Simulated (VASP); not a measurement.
# Ti (Pm-3n) in VASP: a series of runs

The runs below take Ti through single point, relaxation of cell and atoms, with PBEsol.

All numbers are computed with VASP 6.6.1; they aren't measurements. Logs are shortened: lines on timing, memory, paths and dates and some standing lists are left out, and cuts for length are marked.

## 1. The cell of the first run

The structure is cubic, space group Pm-3n (No. 223). The conventional cell has a = 5.117 Å, b = 5.117 Å, c = 5.117 Å, α = 90.00°, β = 90.00°, γ = 90.00°. Ti (site symmetry m-3) has 12 Ti at 2.86 Å within 3.8 Å. Ti (site symmetry -4m2) has 14 Ti at 2.56 to 3.13 Å within 3.4 Å.

## 2. Single point, PBEsol

INCAR reads:

```
SYSTEM = Ti
  ALGO = Normal
  EDIFF = 1E-7
  ENCUT = 520
  GGA = PS
  ISIF = 2
  ISMEAR = -1
  LASPH = .TRUE.
  LCHARG = .FALSE.
  LREAL = .FALSE.
  LWAVE = .FALSE.
  NBANDS = 58
  NELM = 80
  PREC = Accurate
  SIGMA = 0.1
```

KPOINTS reads:

```
k-points
0
G
  7 7 7
  0 0 0
```

POSCAR reads:

```
Ti
1.0
    5.1174950398      0.0000000000      0.0000000000
    0.0000000000      5.1174950398      0.0000000000
    0.0000000000      0.0000000000      5.1174950398
Ti
8
Direct
    0.0000000000      0.0000000000      0.0000000000
    0.5000000000      0.5000000000      0.5000000000
    0.2500000000      0.0000000000      0.5000000000
    0.7500000000      1.0000000000      0.5000000000
    0.5000000000      0.2500000000      1.0000000000
    0.5000000000      0.7500000000      0.0000000000
    1.0000000000      0.5000000000      0.2500000000
    1.0000000000      0.5000000000      0.7500000000
```

Potentials or basis: VASP PAW PBE potentials, release 64 (Ti_sv).

Started as:

```bash
cat potpaw_PBE.64/Ti_sv/POTCAR > POTCAR
mpirun -np 1 vasp_std > vasp.out
```

OUTCAR:

```text
SYSTEM = Ti
   EDIFF = 1E-7
   ENCUT = 520
   GGA = PS
   ISIF = 2
   ISMEAR = -1
   LASPH = .TRUE.
   LREAL = .FALSE.
   NELM = 80
   PREC = Accurate

 ion  position               nearest neighbor table
   1  0.000  0.000  0.000-   3 2.86   4 2.86   5 2.86   6 2.86   7 2.86   8 2.86   3 2.86   4 2.86
                             7 2.86   8 2.86   5 2.86   6 2.86
   2  0.500  0.500  0.500-   3 2.86   4 2.86   5 2.86   6 2.86   7 2.86   8 2.86   5 2.86   6 2.86
                             3 2.86   4 2.86   7 2.86   8 2.86
   3  0.250  0.000  0.500-   4 2.56   4 2.56   1 2.86   1 2.86   2 2.86   2 2.86
   4  0.750  0.000  0.500-   3 2.56   3 2.56   1 2.86   1 2.86   2 2.86   2 2.86
   5  0.500  0.250  0.000-   6 2.56   6 2.56   1 2.86   2 2.86   2 2.86   1 2.86
   6  0.500  0.750  0.000-   5 2.56   5 2.56   1 2.86   2 2.86   2 2.86   1 2.86
   7  0.000  0.500  0.250-   8 2.56   8 2.56   1 2.86   2 2.86   1 2.86   2 2.86
   8  0.000  0.500  0.750-   7 2.56   7 2.56   1 2.86   2 2.86   1 2.86   2 2.86

  LATTYP: Found a simple cubic cell.
 ALAT       =     5.1174950398

  Lattice vectors:

 A1 = (   5.1174950398,   0.0000000000,   0.0000000000)
 A2 = (   0.0000000000,   5.1174950398,   0.0000000000)
 A3 = (   0.0000000000,   0.0000000000,   5.1174950398)

Analysis of symmetry for initial positions (statically):
=====================================================================
 Subroutine PRICEL returns:
 Original cell was already a primitive cell.

 Routine SETGRP: Setting up the symmetry group for a
 simple cubic supercell.

 Subroutine GETGRP returns: Found 48 space group operations
 (whereof 24 operations were pure point group operations)
 out of a pool of 48 trial point group operations.

The static configuration has the point symmetry T_h .
 The point group associated with its full space group is O_h .

Analysis of symmetry for dynamics (positions and initial velocities):
=====================================================================
 Subroutine PRICEL returns:
 Original cell was already a primitive cell.

 Routine SETGRP: Setting up the symmetry group for a
 simple cubic supercell.

 Subroutine GETGRP returns: Found 48 space group operations
 (whereof 24 operations were pure point group operations)
 out of a pool of 48 trial point group operations.

The dynamic configuration has the point symmetry T_h .
 The point group associated with its full space group is O_h .

 Subroutine INISYM returns: Found 48 space group operations
 (whereof 24 operations are pure point group operations),
 and found     1 'primitive' translations

----------------------------------------------------------------------------------------

                                     Primitive cell

  volume of cell :     134.0208

  direct lattice vectors                    reciprocal lattice vectors
     5.117495040  0.000000000  0.000000000     0.195408103  0.000000000  0.000000000
     0.000000000  5.117495040  0.000000000     0.000000000  0.195408103  0.000000000
     0.000000000  0.000000000  5.117495040     0.000000000  0.000000000  0.195408103

  length of vectors
     5.117495040  5.117495040  5.117495040     0.195408103  0.195408103  0.195408103

  position of ions in fractional coordinates (direct lattice)
     0.000000000  0.000000000  0.000000000
     0.500000000  0.500000000  0.500000000
     0.250000000  0.000000000  0.500000000
     0.750000000  0.000000000  0.500000000
     0.500000000  0.250000000  0.000000000
     0.500000000  0.750000000  0.000000000
     0.000000000  0.500000000  0.250000000
     0.000000000  0.500000000  0.750000000

  ion indices of the primitive-cell ions
   primitive index   ion index
                 1           1
                 2           2
                 3           3
                 4           4
                 5           5
                 6           6
                 7           7
                 8           8

----------------------------------------------------------------------------------------

 KPOINTS: k-points

Automatic generation of k-mesh.
 Grid dimensions read from file:
 generate k-points for:    7    7    7

 Generating k-lattice:

  Cartesian coordinates                     Fractional coordinates (reciprocal lattice)
     0.027915443  0.000000000  0.000000000     0.142857143  0.000000000  0.000000000
     0.000000000  0.027915443  0.000000000     0.000000000  0.142857143  0.000000000
     0.000000000  0.000000000  0.027915443     0.000000000  0.000000000  0.142857143

  Length of vectors
     0.027915443  0.027915443  0.027915443

  Shift w.r.t. Gamma in fractional coordinates (k-lattice)
     0.000000000  0.000000000  0.000000000

 Subroutine IBZKPT returns following result:
 ===========================================

 Found     20 irreducible k-points:

 Following reciprocal coordinates:
            Coordinates               Weight
  0.000000  0.000000  0.000000      1.000000
  0.142857  0.000000  0.000000      6.000000
  0.285714  0.000000  0.000000      6.000000
  0.428571  0.000000  0.000000      6.000000
  0.142857  0.142857  0.000000     12.000000
  0.285714  0.142857  0.000000     24.000000
[... 12 lines left out ...]
  0.428571  0.428571  0.285714     24.000000
  0.428571  0.428571  0.428571      8.000000
   k-points           NKPTS =     20   k-points in BZ     NKDIM =     20   number of bands    NBANDS=     58
   number of dos      NEDOS =    301   number of ions     NIONS =      8
   total plane-waves  NPLWV =  64000
   dimension x,y,z NGX =    40 NGY =   40 NGZ =   40
   dimension x,y,z NGXF=    80 NGYF=   80 NGZF=   80
   ions per type =               8
   NGX,Y,Z   is equivalent  to a cutoff of  12.99, 12.99, 12.99 a.u.
   NGXF,Y,Z  is equivalent  to a cutoff of  25.99, 25.99, 25.99 a.u.
 SYSTEM =  Ti
   PREC   = accura    normal or accurate (medium, high low for compatibility)
   ISTART =      0    job   : 0-new  1-cont  2-samecut
   ICHARG =      2    charge: 1-file 2-atom 10-const
   ISPIN  =      1    spin polarized calculation?
   LNONCOLLINEAR =      F non collinear calculations
   LSORBIT =      F    spin-orbit coupling
   LASPH  =      T    aspherical Exc in radial PAW
   ENCUT  =  520.0 eV  38.22 Ry    6.18 a.u.   9.52  9.52  9.52*2*pi/ulx,y,z
   NELM   =     80;   NELMIN=  2; NELMDL= -5     # of ELM steps
   EDIFF  = 0.1E-06   stopping-criterion for ELM
   LREAL  =      F    real-space projection
   EDIFFG = 0.1E-05   stopping-criterion for IOM
   NSW    =      0    number of steps for IOM
   IBRION =     -1    ionic relax: 0-MD 1-quasi-New 2-CG
   NFREE  =      0    steps in history (QN), initial steepest desc. (CG)
   ISIF   =      2    stress and relaxation
   ISYM   =      2    0-nonsym 1-usesym 2-fastsym
   POTIM  = 0.5000    time-step for ionic-motion
   TEBEG  =    0.0;   TEEND  =   0.0 temperature during run
   PSTRESS=    0.0 pullay stress
   NELECT =      96.0000    total number of electrons
   NUPDOWN=      -1.0000    fix difference up-down
   EMIN   =  10.00;   EMAX   =-10.00  energy-range for DOS
   EFERMI =   0.00;   METHOD = LEGACY
   ISMEAR =    -1;   SIGMA  =   0.10  broadening in eV -4-tet -1-fermi 0-gaus
   EFERMI_NEDOS =   21; number of points for ismear=-14 and -15
   IALGO  =     38    algorithm
   IMIX   =      4    mixing-type and parameters
     AMIX     =   0.40;   BMIX     =  1.00
     AMIX_MAG =   1.60;   BMIX_MAG =  1.00
  volume/ion in A,a.u.               =      16.75       113.05
  Fermi-wavevector in a.u.,A,eV,Ry     =   1.464787  2.768046 29.192673  2.145601
  Thomas-Fermi vector in A             =   2.580721
   LORBIT       =      0    0 simple, 1 ext, 2 COOP (PROOUT), +10 PAW based schemes
   GGA     = PS    functional components
   LHFCALC =     F    Hartree Fock is set to
   AEXX    =    0.0000 exact exchange contribution
   IVDW    =     0    specifies the selected vdW correction
   LEPSILON=     F    determine dielectric tensor
   LRPA    =     F    only Hartree local field effects (RPA)
 non-spin polarized calculation
  energy-cutoff  :      520.00
  volume of cell :      134.02
 maximum number of plane-waves:      3695
 NGX is ok and might be reduce to    40
   NGX = 19   NGY = 19   NGZ = 19

 number of electron      96.0000064 magnetization

 Free energy of the ion-electron system (eV)
  ---------------------------------------------------
  ext. energy  EPLUGINS =         0.00000000
  ---------------------------------------------------
  free energy    TOTEN  =       -65.56366844 eV

  energy without entropy =      -64.91647759  energy(sigma->0) =      -65.24007302

 E-fermi :   8.2397     XC(G=0): -11.7917

 val. band max:        8.2366693376   @ k =   0.2857   0.0000   0.0000
 cond. band min:       8.2419570941   @ k =   0.1429   0.1429   0.1429
 fundamental gap:      0.0052877566
 Fermi energy:         8.2396910274

 k-point     1 :       0.0000    0.0000    0.0000
  band No.  band energies     occupation
      1     -47.8783      2.00000
      2     -47.7681      2.00000
      3     -47.7681      2.00000
      4     -47.7509      2.00000
      5     -47.6913      2.00000
      6     -47.6168      2.00000
[... 50 lines left out ...]
     57       9.5334      0.00000
     58      10.7983      0.00000

 k-point     2 :       0.1429    0.0000    0.0000
  band No.  band energies     occupation
      1     -47.8721      2.00000
      2     -47.7708      2.00000
      3     -47.7627      2.00000
      4     -47.7511      2.00000
      5     -47.6932      2.00000
      6     -47.6241      2.00000
[... 50 lines left out ...]
     57       9.6766      0.00000
     58      10.3373      0.00000

 k-point     3 :       0.2857    0.0000    0.0000
  band No.  band energies     occupation
      1     -47.8548      2.00000
      2     -47.7834      2.00000
      3     -47.7489      2.00000
      4     -47.7472      2.00000
      5     -47.6967      2.00000
      6     -47.6439      2.00000
[... 972 lines left out ...]
      3     -47.7479      2.00000
      4     -47.7153      2.00000
      5     -47.7110      2.00000
      6     -47.6840      2.00000
[... 50 lines left out ...]
     57      10.2281      0.00000
     58      10.3067      0.00000

 k-point    20 :       0.4286    0.4286    0.4286
  band No.  band energies     occupation
      1     -47.7583      2.00000
      2     -47.7533      2.00000
      3     -47.7185      2.00000
      4     -47.7185      2.00000
      5     -47.7182      2.00000
      6     -47.6843      2.00000
[... 50 lines left out ...]
     57      10.3927      0.00000
     58      10.3927      0.00000

------------------------ aborting loop because EDIFF is reached ----------------------------------------

  FORCE on cell =-STRESS in cart. coord.  units (eV):
  Direction    XX          YY          ZZ          XY          YZ          ZX
  --------------------------------------------------------------------------------------
  -------------------------------------------------------------------------------------
  Total       -0.1730426     -0.1730426     -0.1730426      0.0000000     -0.0000000      0.0000000
  in kB       -2.0686711     -2.0686711     -2.0686711      0.0000000     -0.0000000      0.0000000
  external PRESSURE =      -2.0686711 kB  Pullay stress =       0.0000000 kB

 VOLUME and BASIS-vectors are now :
 -----------------------------------------------------------------------------
  energy-cutoff  :      520.00
  volume of cell :      134.02
      direct lattice vectors                 reciprocal lattice vectors
     5.117495040  0.000000000  0.000000000     0.195408103  0.000000000  0.000000000
     0.000000000  5.117495040  0.000000000     0.000000000  0.195408103  0.000000000
     0.000000000  0.000000000  5.117495040     0.000000000  0.000000000  0.195408103

 POSITION                                       TOTAL-FORCE (eV/Angst)
 -----------------------------------------------------------------------------------
      0.00000      0.00000      0.00000         0.000000      0.000000      0.000000
      2.55875      2.55875      2.55875         0.000000      0.000000      0.000000
      1.27937      0.00000      2.55875        -0.000000      0.000000      0.000000
      3.83812      0.00000      2.55875         0.000000     -0.000000     -0.000000
      2.55875      1.27937      0.00000        -0.000000      0.000000     -0.000000
      2.55875      3.83812      0.00000         0.000000      0.000000     -0.000000
      0.00000      2.55875      1.27937         0.000000      0.000000      0.000000
      0.00000      2.55875      3.83812        -0.000000     -0.000000      0.000000
 -----------------------------------------------------------------------------------
    total drift:                                0.000000     -0.000000      0.000000

  FREE ENERGIE OF THE ION-ELECTRON SYSTEM (eV)
  ---------------------------------------------------
  free  energy   TOTEN  =       -65.5636684424 eV

  energy  without entropy=      -64.9164775895  energy(sigma->0) =      -65.24007302
```

Run time: 5.3 min. Hardware: 1 thread of Intel Xeon 8259CL, shared host; peak memory 0.3 GiB.

What came out:

| Quantity | Value |
| --- | --- |
| Free energy | -65.5637 eV |
| Pressure | -0.2 GPa |
| Band gap on the k mesh | zero (bands 48 and 49 overlap by 0.52 eV) |

Levels at points of the mesh, in eV from the Fermi level:
```
           k point  band 45  band 46  band 47  band 48  band 49  band 50  band 51  band 52
(0.00, 0.00, 0.00)    -0.50    -0.50    -0.44    -0.44    -0.44    -0.04     0.01     0.01
```

Caveat: the PAW data sets were made with another functional, which shifts forces and pressure a little.

## 3. Relaxation of cell and atoms, PBEsol

This run uses another cell than the first one, of 17.66 Å³/atom.

INCAR reads:

```
PREC     = Accurate       # precision mode
ENCUT    = 600            # plane-wave cutoff, eV
EDIFF    = 1E-6           # SCF threshold, eV
ISMEAR   = -1             # smearing method
SIGMA    = 0.1            # smearing width, eV
LREAL    = F              # projectors in reciprocal space
LASPH    = T              # aspherical terms in the spheres
NELM     = 100            # most SCF steps
ALGO     = Normal         # electronic algorithm
ISIF     = 3              # what is computed and relaxed
LWAVE    = F              # write WAVECAR
LCHARG   = F              # write CHGCAR
GGA      = PS             # functional
IBRION   = 2              # ionic algorithm
NSW      = 80             # ionic steps
EDIFFG   = -0.01          # ionic threshold
```

KPOINTS reads:

```
regular mesh
0
Gamma
  5 5 5
```

POSCAR reads:

```
Ti
1.0
    5.2080934678      0.0000000000      0.0000000000
    0.0000000000      5.2080934678      0.0000000000
    0.0000000000      0.0000000000      5.2080934678
Ti
8
Direct
    0.0000000000      0.0000000000      0.0000000000
    0.5000000000      0.5000000000      0.5000000000
    0.2500000000      0.0000000000      0.5000000000
    0.7500000000      0.0000000000      0.5000000000
    0.5000000000      0.2500000000      0.0000000000
    0.5000000000      0.7500000000      0.0000000000
    0.0000000000      0.5000000000      0.2500000000
    0.0000000000      0.5000000000      0.7500000000
```

Potentials or basis: VASP PAW PBE potentials, release 64 (Ti_sv).

Started as:

```bash
cat potpaw_PBE.64/Ti_sv/POTCAR > POTCAR
mpirun -np 1 vasp_std > vasp.out
```

Run time: 8.5 min. Hardware: 1 thread of Intel Xeon 8259CL, shared host; peak memory 0.3 GiB.

The run converged. Its results:

| Property | Result |
| --- | --- |
| Free energy | -65.5669 eV |
| Relaxed volume | 16.71 Å³/atom |
| Relaxed cell | a = 5.114 Å, b = 5.114 Å, c = 5.114 Å, α = 90.00°, β = 90.00°, γ = 90.00° |
| Space group after relaxing (to 0.1 Å) | Pm-3n (No. 223) |
| Energy gained by relaxing | 16.2 meV/atom |
| Ionic steps | 3 |
| Pressure after relaxing | 0.0 GPa |
| Band gap on the k mesh | zero (bands 48 and 49 overlap by 0.51 eV) |

The path:
| step | energy change (eV) | largest force (eV/Å) | pressure (GPa) | volume (Å³) |
| --- | --- | --- | --- | --- |
| 1 | 0.0000 | 0.0000 | -5.28 | 141.27 |
| 2 | -0.0883 | 0.0000 | 3.43 | 129.70 |
| 3 | -0.1296 | 0.0000 | -0.01 | 133.71 |

Final structure:
```cif
data_structure
_symmetry_space_group_name_H-M 'P 1'
_symmetry_Int_Tables_number 1
_cell_length_a 5.1136
_cell_length_b 5.1136
_cell_length_c 5.1136
_cell_angle_alpha 90.000
_cell_angle_beta 90.000
_cell_angle_gamma 90.000
_cell_volume 133.71
loop_
_atom_site_label
_atom_site_type_symbol
_atom_site_fract_x
_atom_site_fract_y
_atom_site_fract_z
_atom_site_occupancy
Ti1 Ti 0.00000 0.00000 0.00000 1
Ti2 Ti 0.50000 0.50000 0.50000 1
Ti3 Ti 0.25000 0.00000 0.50000 1
Ti4 Ti 0.75000 0.00000 0.50000 1
Ti5 Ti 0.50000 0.25000 0.00000 1
Ti6 Ti 0.50000 0.75000 0.00000 1
Ti7 Ti 0.00000 0.50000 0.25000 1
Ti8 Ti 0.00000 0.50000 0.75000 1
```

Levels at points of the mesh, in eV from the Fermi level:
| k point | band 46 | band 47 | band 48 | band 49 | band 50 | band 51 |
| --- | --- | --- | --- | --- | --- | --- |
| (0.00, 0.00, 0.00) | -0.50 | -0.44 | -0.44 | -0.44 | -0.04 | 0.01 |

Caveat: the PAW data sets were made with another functional, which shifts forces and pressure a little.
